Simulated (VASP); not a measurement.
# Ti (P6_3/mmc) in VASP: a series of runs

Ti is run at these levels: r2SCAN+D4; tasks: single point.

Program: VASP 6.6.1. These are calculated values, not measurements. Logs are shortened: lines on timing, memory, paths and dates and some standing lists are left out, and cuts for length are marked.

## 1. The cell of the first run

It takes space group P6_3/mmc (No. 194, hexagonal). Conventional cell: a = 2.933 Å, b = 2.933 Å, c = 4.618 Å, α = 90.00°, β = 90.00°, γ = 120.00°. Within 3.8 Å of Ti (site symmetry -6m2) lie 12 Ti at 2.86 to 2.93 Å.

## 2. Single point, r2SCAN+D4

POSCAR reads:

```
Ti
1.0
    2.9325044008      0.0000000000      0.0000000000
   -1.4662522004      2.5396233078      0.0000000000
    0.0000000000      0.0000000000      4.6184531421
Ti
2
Direct
    0.3333333289      0.6666666711      0.2500000000
    0.6666666711      0.3333333289      0.7500000000
```

INCAR.step1 reads:

```
PREC = Accurate ; ENCUT = 520
ISMEAR = 0 ; SIGMA = 0.1
LREAL = F ; LASPH = T
NELM = 100 ; NBANDS = 19
GGA = PE ; ALGO = Normal
EDIFF = 1E-4 ; LWAVE = T
LCHARG = F
```

INCAR.step2 reads:

```
PREC = Accurate ; ENCUT = 520
EDIFF = 1E-6 ; ISMEAR = 0
SIGMA = 0.1 ; LREAL = F
LASPH = T ; NELM = 100
ALGO = Normal ; ISIF = 2
LWAVE = F ; LCHARG = F
METAGGA = R2SCAN ; LMIXTAU = T
IVDW = 13 ; VDW_S6 = 1.0
VDW_S8 = 0.6018749 ; VDW_A1 = 0.51559235
VDW_A2 = 5.77342911 ; NBANDS = 19
ISTART = 1
```

KPOINTS reads:

```
Automatic mesh
0
Gamma
  10 10 5
```

Potentials or basis: VASP PAW PBE potentials, release 64 (Ti_sv).

The run is started by

```bash
$ cat potpaw_PBE.64/Ti_sv/POTCAR > POTCAR
$ cp INCAR.step1 INCAR
$ mpirun -np 1 vasp_std > vasp.out
$ cp INCAR.step2 INCAR
$ mpirun -np 1 vasp_std > vasp.out
```

OUTCAR:

```text
PREC = Accurate
   ENCUT = 520
   EDIFF = 1E-6
   ISMEAR = 0
   LREAL = F
   LASPH = T
   NELM = 100
   ISIF = 2
   METAGGA = R2SCAN
   IVDW = 13
   ISTART = 1

 ion  position               nearest neighbor table
   1  0.333  0.667  0.250-   2 2.86   2 2.86   2 2.86   2 2.86   2 2.86   2 2.86
   2  0.667  0.333  0.750-   1 2.86   1 2.86   1 2.86   1 2.86   1 2.86   1 2.86

  LATTYP: Found a hexagonal cell.
 ALAT       =     2.9325044008
 C/A-ratio  =     1.5749177191

  Lattice vectors:

 A1 = (   2.9325044008,   0.0000000000,   0.0000000000)
 A2 = (  -1.4662522004,   2.5396233078,   0.0000000000)
 A3 = (   0.0000000000,   0.0000000000,   4.6184531421)

Analysis of symmetry for initial positions (statically):
=====================================================================
 Subroutine PRICEL returns:
 Original cell was already a primitive cell.

 Routine SETGRP: Setting up the symmetry group for a
 hexagonal supercell.

 Subroutine GETGRP returns: Found 24 space group operations
 (whereof 12 operations were pure point group operations)
 out of a pool of 24 trial point group operations.

The static configuration has the point symmetry D_3d.
 The point group associated with its full space group is D_6h.

Analysis of symmetry for dynamics (positions and initial velocities):
=====================================================================
 Subroutine PRICEL returns:
 Original cell was already a primitive cell.

 Routine SETGRP: Setting up the symmetry group for a
 hexagonal supercell.

 Subroutine GETGRP returns: Found 24 space group operations
 (whereof 12 operations were pure point group operations)
 out of a pool of 24 trial point group operations.

The dynamic configuration has the point symmetry D_3d.
 The point group associated with its full space group is D_6h.

 Subroutine INISYM returns: Found 24 space group operations
 (whereof 12 operations are pure point group operations),
 and found     1 'primitive' translations

----------------------------------------------------------------------------------------

                                     Primitive cell

  volume of cell :      34.3957
[... 81 lines left out ...]
   ISTART =      1    job   : 0-new  1-cont  2-samecut
   ICHARG =      0    charge: 1-file 2-atom 10-const
   ISPIN  =      1    spin polarized calculation?
   LNONCOLLINEAR =      F non collinear calculations
   LSORBIT =      F    spin-orbit coupling
   LASPH  =      T    aspherical Exc in radial PAW
   ENCUT  =  520.0 eV  38.22 Ry    6.18 a.u.   5.45  5.45  8.59*2*pi/ulx,y,z
   NELM   =    100;   NELMIN=  2; NELMDL=  0     # of ELM steps
   EDIFF  = 0.1E-05   stopping-criterion for ELM
   LREAL  =      F    real-space projection
   EDIFFG = 0.1E-04   stopping-criterion for IOM
   NSW    =      0    number of steps for IOM
   IBRION =     -1    ionic relax: 0-MD 1-quasi-New 2-CG
   NFREE  =      0    steps in history (QN), initial steepest desc. (CG)
   ISIF   =      2    stress and relaxation
   ISYM   =      2    0-nonsym 1-usesym 2-fastsym
   POTIM  = 0.5000    time-step for ionic-motion
   TEBEG  =    0.0;   TEEND  =   0.0 temperature during run
   PSTRESS=    0.0 pullay stress
   NELECT =      24.0000    total number of electrons
   NUPDOWN=      -1.0000    fix difference up-down
   EMIN   =  10.00;   EMAX   =-10.00  energy-range for DOS
   EFERMI =   0.00;   METHOD = LEGACY
   ISMEAR =     0;   SIGMA  =   0.10  broadening in eV -4-tet -1-fermi 0-gaus
   EFERMI_NEDOS =   21; number of points for ismear=-14 and -15
   IALGO  =     38    algorithm
   IMIX   =      4    mixing-type and parameters
     AMIX     =   0.40;   BMIX     =  1.00
     AMIX_MAG =   1.60;   BMIX_MAG =  1.00
  volume/ion in A,a.u.               =      17.20       116.06
  Fermi-wavevector in a.u.,A,eV,Ry     =   1.452035  2.743948 28.686599  2.108406
  Thomas-Fermi vector in A             =   2.569463
   LORBIT       =      0    0 simple, 1 ext, 2 COOP (PROOUT), +10 PAW based schemes
   METAGGA = R2SCAN    functional components
   LHFCALC =     F    Hartree Fock is set to
   AEXX    =    0.0000 exact exchange contribution
   IVDW    =    13    specifies the selected vdW correction
   LEPSILON=     F    determine dielectric tensor
   LRPA    =     F    only Hartree local field effects (RPA)
 non-spin polarized calculation
 Gauss-broadening in eV      SIGMA  =   0.10
  energy-cutoff  :      520.00
  volume of cell :       34.40
 maximum number of plane-waves:       953
 NGX is ok and might be reduce to    24
   NGX = 11   NGY = 11   NGZ = 17

 number of electron      24.0000001 magnetization

 Free energy of the ion-electron system (eV)
  ---------------------------------------------------
  ext. energy  EPLUGINS =         0.00000000
  ---------------------------------------------------
  free energy    TOTEN  =       -25.90229607 eV

  energy without entropy =      -25.89512387  energy(sigma->0) =      -25.89870997

 E-fermi :   8.5082     XC(G=0): -12.4458

 val. band max:        8.4913433410   @ k =   0.1000   0.1000   0.4000
 cond. band min:       8.5276522403   @ k =   0.1000   0.1000   0.2000
 fundamental gap:      0.0363088993
 Fermi energy:         8.5081915535

 k-point     1 :       0.0000    0.0000    0.0000
  band No.  band energies     occupation
      1     -50.7101      2.00000
      2     -50.5576      2.00000
      3     -26.2925      2.00000
      4     -25.5975      2.00000
      5     -25.5974      2.00000
      6     -25.5236      2.00000
[... 505 lines left out ...]
      6     -25.7469      2.00000
[... 11 lines left out ...]
     18      12.1905      0.00000
     19      12.8386      0.00000

 [... further k-points ...]

------------------------ aborting loop because EDIFF is reached ----------------------------------------

  DFT-D4 for vdW energy calculation

  Edisp (eV):   -0.13579

  FORCE on cell =-STRESS in cart. coord.  units (eV):
  Direction    XX          YY          ZZ          XY          YZ          ZX
  --------------------------------------------------------------------------------------
  -------------------------------------------------------------------------------------
  Total       0.08080     0.08080     0.07320     0.00000    -0.00000     0.00000
  in kB       3.76359     3.76359     3.40971     0.00000    -0.00000     0.00000
  external pressure =        3.65 kB  Pullay stress =        0.00 kB

 VOLUME and BASIS-vectors are now :
 -----------------------------------------------------------------------------
  energy-cutoff  :      520.00
  volume of cell :       34.40
      direct lattice vectors                 reciprocal lattice vectors
     2.932504401  0.000000000  0.000000000     0.341005456  0.196879592  0.000000000
    -1.466252200  2.539623308  0.000000000     0.000000000  0.393759183  0.000000000
     0.000000000  0.000000000  4.618453142     0.000000000  0.000000000  0.216522712

 POSITION                                       TOTAL-FORCE (eV/Angst)
 -----------------------------------------------------------------------------------
     -0.00000      1.69308      1.15461         0.000000     -0.000000      0.000000
      1.46625      0.84654      3.46384        -0.000000      0.000000      0.000000
 -----------------------------------------------------------------------------------
    total drift:                               -0.000012      0.000007     -0.000000

  FREE ENERGIE OF THE ION-ELECTRON SYSTEM (eV)
  ---------------------------------------------------
  free  energy   TOTEN  =       -26.0380887073 eV

  energy  without entropy=      -26.0309165097  energy(sigma->0) =      -26.03450261
```

Wall time 82 s (1 thread of Intel Xeon 8259CL, shared host); peak memory 0.17 GiB.

What came out:

* Free energy: -26.0381 eV
* Pressure: 0.4 GPa
* Band gap on the k mesh: zero (band 12 reaches 9.38 eV, above the bottom of band 13 at 8.16 eV)
* Dispersion energy per atom: -0.068 eV

Levels at points of the mesh, in eV from the Fermi level:
```tsv
k point	band 10	band 11	band 12	band 13	band 14	band 15
(0.00, 0.00, 0.00)	-2.89	0.64	0.87	0.87	1.01	1.42
(0.50, 0.00, 0.00)	-2.32	-1.96	-0.86	0.59	0.73	1.30
```

Caveat: the PAW data sets were made with another functional, which shifts forces and pressure a little; pairwise dispersion overbinds metals, which lowers pressure and volume.

## 3. Single point, r2SCAN+D4

This run uses another cell than the first one, of 17.64 Å³/atom, 1.025 times its volume.

POSCAR reads:

```
Ti
1.0
    2.9500000000      0.0000000000      0.0000000000
   -1.4750000000      2.5547749400      0.0000000000
    0.0000000000      0.0000000000      4.6800000000
Ti
2
Direct
    0.3333333327      0.6666666654      0.2500000000
    0.6666666673      0.3333333346      0.7500000000
```

INCAR.step1 reads:

```
SYSTEM = Ti
PREC = Accurate ; ENCUT = 520
ISMEAR = 0 ; SIGMA = 0.1
LREAL = .False. ; LASPH = .True.
NELM = 60 ; NBANDS = 19
GGA = PE ; ALGO = Normal
EDIFF = 1E-4 ; LWAVE = .True.
LCHARG = .False.
```

INCAR.step2 reads:

```
SYSTEM = Ti
PREC = Accurate ; ENCUT = 520
EDIFF = 1E-6 ; ISMEAR = 0
SIGMA = 0.1 ; LREAL = .False.
LASPH = .True. ; NELM = 60
ALGO = Normal ; ISIF = 2
LWAVE = .False. ; LCHARG = .True.
METAGGA = R2SCAN ; LMIXTAU = .True.
IVDW = 13 ; VDW_S6 = 1.0
VDW_S8 = 0.6018749 ; VDW_A1 = 0.51559235
VDW_A2 = 5.77342911 ; LELF = .True.
LVHAR = .True. ; NBANDS = 19
ISTART = 1
```

KPOINTS reads:

```
regular mesh
0
Gamma
  10 10 5
  0 0 0
```

Potentials or basis: VASP PAW PBE potentials, release 64 (Ti_sv).

The run is started by

```bash
$ cat potpaw_PBE.64/Ti_sv/POTCAR > POTCAR
$ cp INCAR.step1 INCAR
$ mpirun -np 1 vasp_std > vasp.out
$ cp INCAR.step2 INCAR
$ mpirun -np 1 vasp_std > vasp.out
```

Wall time 86 s (1 thread of Intel Xeon 8259CL, shared host); peak memory 0.17 GiB.

The run converged. Its results:

* Free energy: -26.0321 eV
* Pressure: -2.5 GPa
* Band gap on the k mesh: zero (band 12 reaches 9.10 eV, above the bottom of band 13 at 7.88 eV)
* Dispersion energy per atom: -0.066 eV

Stress tensor (GPa, compression positive):
```
-2.17  0.00  0.00
 0.00 -2.17  0.00
 0.00  0.00 -3.17
```

Levels at points of the mesh, in eV from the Fermi level:
```
           k point  band 8  band 9  band 10  band 11  band 12  band 13  band 14  band 15  band 16  band 17
(0.00, 0.00, 0.00)  -34.08   -6.60    -2.84     0.49     0.86     0.86     0.94     1.37     1.37     1.80
(0.50, 0.00, 0.00)  -34.15   -2.51    -2.24    -1.91    -0.86     0.61     0.67     1.23     3.48     3.70
```

Caveat: the PAW data sets were made with another functional, which shifts forces and pressure a little; pairwise dispersion overbinds metals, which lowers pressure and volume.
